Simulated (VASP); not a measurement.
# AlN (vib) (F-43m) in VASP: vibrations by perturbation theory with LDA

Aim: the vibrations by perturbation theory of AlN (vib) with LDA.

All numbers are computed with VASP 6.6.1; they aren't measurements. Logs are shortened: lines on timing, memory, paths and dates and some standing lists are left out, and cuts for length are marked.

## Step 1: The cell of the first run

The structure is cubic, space group F-43m (No. 216). Conventional cell: a = 4.342 Å, b = 4.342 Å, c = 4.342 Å, α = 90.00°, β = 90.00°, γ = 90.00°. Al (site symmetry -43m) has 4 N at 1.88 Å within 2.5 Å. N (site symmetry -43m) has 4 Al at 1.88 Å within 2.5 Å.

## Step 2: Vibrations by perturbation theory, LDA

File INCAR:

```
SYSTEM = AlN
ALGO = Normal ; EDIFF = 1E-8
ENCUT = 600 ; GGA = CA
GGA_COMPAT = .False. ; IBRION = 8
ISIF = 2 ; ISMEAR = 0
LASPH = .True. ; LCHARG = .False.
LEPSILON = .True. ; LREAL = .False.
LWAVE = .False. ; NBANDS = 11
NELM = 120 ; NSW = 1
PREC = Accurate ; SIGMA = 0.01
```

File KPOINTS:

```
k-points
0
Gamma
  8 8 8
  0 0 0
```

File POSCAR:

```
AlN
1.0
    0.0000000000      2.1710428747      2.1710428747
    2.1710428747      0.0000000000      2.1710428747
    2.1710428747      2.1710428747      0.0000000000
Al N
1 1
Direct
    0.0000000000      0.0000000000      0.0000000000
    0.2500000000      0.2500000000      0.2500000000
```

Potentials or basis: VASP PAW LDA potentials, release 64 (Al, N).

Started as:

```sh
$ cat potpaw_LDA.64/Al/POTCAR potpaw_LDA.64/N/POTCAR > POTCAR
$ mpirun -np 1 vasp_std > vasp.out
```

OUTCAR:

```text
SYSTEM = AlN
   EDIFF = 1E-8
   ENCUT = 600
   GGA = CA
   IBRION = 8
   ISIF = 2
   ISMEAR = 0
   LASPH = .True.
   LEPSILON = .True.
   LREAL = .False.
   NELM = 120
   NSW = 1
   PREC = Accurate

 ion  position               nearest neighbor table
   1  0.000  0.000  0.000-   2 1.88   2 1.88   2 1.88   2 1.88
   2  0.250  0.250  0.250-   1 1.88   1 1.88   1 1.88   1 1.88

  LATTYP: Found a face centered cubic cell.
 ALAT       =     4.3420857494

  Lattice vectors:

 A1 = (   0.0000000000,   2.1710428747,   2.1710428747)
 A2 = (   2.1710428747,   0.0000000000,   2.1710428747)
 A3 = (   2.1710428747,   2.1710428747,   0.0000000000)

Analysis of symmetry for initial positions (statically):
=====================================================================
 Subroutine PRICEL returns:
 Original cell was already a primitive cell.

 Routine SETGRP: Setting up the symmetry group for a
 face centered cubic supercell.

 Subroutine GETGRP returns: Found 24 space group operations
 (whereof 24 operations were pure point group operations)
 out of a pool of 48 trial point group operations.

The static configuration has the point symmetry T_d .

Analysis of symmetry for dynamics (positions and initial velocities):
=====================================================================
 Subroutine PRICEL returns:
 Original cell was already a primitive cell.

 Routine SETGRP: Setting up the symmetry group for a
 face centered cubic supercell.

 Subroutine GETGRP returns: Found 24 space group operations
 (whereof 24 operations were pure point group operations)
 out of a pool of 48 trial point group operations.

The dynamic configuration has the point symmetry T_d .

 Subroutine INISYM returns: Found 24 space group operations
 (whereof 24 operations are pure point group operations),
 and found     1 'primitive' translations

----------------------------------------------------------------------------------------

                                     Primitive cell

  volume of cell :      20.4661

  direct lattice vectors                    reciprocal lattice vectors
     0.000000000  2.171042875  2.171042875    -0.230304065  0.230304065  0.230304065
     2.171042875  0.000000000  2.171042875     0.230304065 -0.230304065  0.230304065
     2.171042875  2.171042875  0.000000000     0.230304065  0.230304065 -0.230304065

  length of vectors
     3.070318278  3.070318278  3.070318278     0.398898342  0.398898342  0.398898342

  position of ions in fractional coordinates (direct lattice)
     0.000000000  0.000000000  0.000000000
     0.250000000  0.250000000  0.250000000

  ion indices of the primitive-cell ions
   primitive index   ion index
                 1           1
                 2           2

----------------------------------------------------------------------------------------

 KPOINTS: k-points

Automatic generation of k-mesh.
 Grid dimensions read from file:
 generate k-points for:    8    8    8

 Generating k-lattice:

  Cartesian coordinates                     Fractional coordinates (reciprocal lattice)
[... 486 lines left out ...]
  ---------------------------------------------------
  ---------------------------------------------------
  free energy    TOTEN  =        -0.21510079 eV

  energy without entropy =       -0.21510079

------------------------ aborting loop because EDIFF is reached ----------------------------------------

--------------------------------------- Ionic step        2  -------------------------------------------

------------------------ aborting loop because EDIFF is reached ----------------------------------------

--------------------------------------- Ionic step        3  -------------------------------------------

------------------------ aborting loop because EDIFF is reached ----------------------------------------

 PIEZOELECTRIC TENSOR FIELD DIRECTION 3  (e Angst)
 -----------------------------------------------------------------------------
    -0.00041 -0.77802  0.00000           ( -0.00000 -0.00840  0.00000)
    -0.77802 -0.00041  0.00000           ( -0.00840 -0.00000  0.00000)
     0.00000  0.00000  0.00039           (  0.00000  0.00000 -0.00000)

 PIEZOELECTRIC TENSOR FIELD DIRECTION 3  (C/m^2)
 -----------------------------------------------------------------------------
    -0.00032 -0.60907  0.00000
    -0.60907 -0.00032  0.00000
     0.00000  0.00000  0.00031

--------------------------------------- Ionic step        4  -------------------------------------------

------------------------ aborting loop because EDIFF is reached ----------------------------------------

[... ionic steps 5 to 6 ...]

--------------------------------------- Ionic step        7  -------------------------------------------

 Free energy of the ion-electron system (eV)
  ---------------------------------------------------
  ---------------------------------------------------
  free energy    TOTEN  =        -0.23484364 eV

  energy without entropy =       -0.23484364

------------------------ aborting loop because EDIFF is reached ----------------------------------------

 INTERNAL STRAIN TENSOR  FOR ION    2  DIRECTION 1   (eV/Angst):
 -----------------------------------------------------------------------------
    -0.01131  0.00000  0.00000
     0.00000  0.00617 -9.67024
     0.00000 -9.67024  0.00617

 MACROSCOPIC STATIC DIELECTRIC TENSOR (including local field effects in DFT)
 ------------------------------------------------------
           4.554962    -0.000000     0.000000
          -0.000000     4.554962    -0.000000
           0.000000    -0.000000     4.554962
 ------------------------------------------------------

 PIEZOELECTRIC TENSOR (including local field effects)  for field in x, y, z        (e  Angst)
          XX          YY          ZZ          XY          YZ          ZX
  --------------------------------------------------------------------------------
  x    -0.00000    -0.00000    -0.00000     0.00000    -0.77762     0.00000
  y    -0.00000    -0.00000     0.00000     0.00000     0.00000    -0.77762
  z     0.00000    -0.00000     0.00000    -0.77762     0.00000     0.00000

 PIEZOELECTRIC TENSOR (including local field effects)  for field in x, y, z        (C/m^2)
          XX          YY          ZZ          XY          YZ          ZX
  --------------------------------------------------------------------------------
  x    -0.00000    -0.00000    -0.00000     0.00000    -0.60875     0.00000
  y    -0.00000    -0.00000     0.00000     0.00000     0.00000    -0.60875
  z     0.00000    -0.00000     0.00000    -0.60875     0.00000     0.00000

 BORN EFFECTIVE CHARGES (including local field effects) (in |e|, cummulative output)
 ---------------------------------------------------------------------------------
 ion    1
    1     2.53094     0.00000     0.00000
    2     0.00000     2.53094     0.00000
    3     0.00000     0.00000     2.53094
 ion    2
    1    -2.53094    -0.00000    -0.00000
    2     0.00000    -2.53094     0.00000
    3     0.00000     0.00000    -2.53094

 INTERNAL STRAIN TENSOR FOR ION    2 for displacements in x,y,z  (eV/Angst):
          X           Y           Z          XY          YZ          ZX
  --------------------------------------------------------------------------------
  x     0.00000    -0.00000     0.00000     0.00000    -9.67024     0.00000
  y    -0.00000    -0.00000     0.00000     0.00000     0.00000    -9.67024
  z    -0.00000     0.00000     0.00000    -9.67024     0.00000     0.00000

 SECOND DERIVATIVES (NOT SYMMETRIZED)
 ------------------------------------
               1X          1Y          1Z          2X          2Y          2Z
  1X   -15.244581    0.000000    0.000000   15.244581    0.000000    0.000000
  1Y     0.000000  -15.244581    0.000000    0.000000   15.244581    0.000000
  1Z     0.000000    0.000000  -15.244581    0.000000    0.000000   15.244581
  2X    15.245078    0.000000    0.000000  -15.245078    0.000000    0.000000
  2Y     0.000000   15.245078    0.000000    0.000000  -15.245078    0.000000
  2Z     0.000000    0.000000   15.245078    0.000000    0.000000  -15.245078

 Eigenvectors and eigenvalues of the dynamical matrix
 ----------------------------------------------------

   1 f  =   20.104865 THz   126.322590 2PiTHz  670.626100 cm-1    83.147002 meV
             X         Y         Z           dx          dy          dz
      0.000000  0.000000  0.000000    -0.584492    0.000000   -0.000000
      1.085521  1.085521  1.085521     0.811400   -0.000000   -0.000000
[... 21 lines left out ...]
   6 f/i=    0.000155 THz     0.000976 2PiTHz    0.005180 cm-1     0.000642 meV
             X         Y         Z           dx          dy          dz
      0.000000  0.000000  0.000000    -0.365968    0.722342    0.051573
      1.085521  1.085521  1.085521    -0.263625    0.520339    0.037150

--------------------------------------------------------------------------------------------------------

 MACROSCOPIC STATIC DIELECTRIC TENSOR IONIC CONTRIBUTION
 ------------------------------------------------------
           3.715110     0.000000     0.000000
           0.000000     3.715110    -0.000000
           0.000000    -0.000000     3.715110
 ------------------------------------------------------

 ELASTIC MODULI CONTR FROM IONIC RELAXATION (kBar)
 Direction    XX          YY          ZZ          XY          YZ          ZX
 --------------------------------------------------------------------------------
 XX          -0.0000      0.0000      0.0000     -0.0000      0.0000     -0.0000
 YY           0.0000     -0.0000      0.0000      0.0000     -0.0000     -0.0000
 ZZ           0.0000      0.0000     -0.0000      0.0000      0.0000      0.0000
 XY          -0.0000      0.0000      0.0000   -450.1846     -0.0000      0.0000
 YZ           0.0000     -0.0000      0.0000     -0.0000   -450.1846     -0.0000
 ZX          -0.0000     -0.0000      0.0000      0.0000     -0.0000   -450.1846
 --------------------------------------------------------------------------------

 PIEZOELECTRIC TENSOR IONIC CONTR  for field in x, y, z        (C/m^2)
          XX          YY          ZZ          XY          YZ          ZX
  --------------------------------------------------------------------------------
  x    -0.00000     0.00000    -0.00000     0.00000     1.21690     0.00000
  y     0.00000     0.00000    -0.00000    -0.00000     0.00000     1.21690
  z     0.00000    -0.00000    -0.00000     1.21690     0.00000    -0.00000
```

Wall time 2.6 min (1 thread of Intel Xeon 6975P-C, shared host); peak memory 0.2 GiB.

What came out:

| Item | Value |
| --- | --- |
| Electronic dielectric tensor (diagonal) | 4.55 |
| Born charges (mean of the diagonal) | Al +2.53; N -2.53 e |
| Highest phonon frequency at Γ, LO-TO splitting left out | 671 cm⁻¹ |

Phonon frequencies in cm⁻¹ (negative: imaginary):
| q point | frequencies |
| --- | --- |
| (0.000, 0.000, 0.000) | 0 0 0 671 671 671 |

Electronic dielectric tensor:
```
4.55 0.00 0.00
0.00 4.55 0.00
0.00 0.00 4.55
```

Born effective charge tensors (e):
atom 1, Al
```
2.53 0.00 0.00
0.00 2.53 0.00
0.00 0.00 2.53
```
atom 2, N
```
-2.53  0.00  0.00
 0.00 -2.53  0.00
 0.00  0.00 -2.53
```
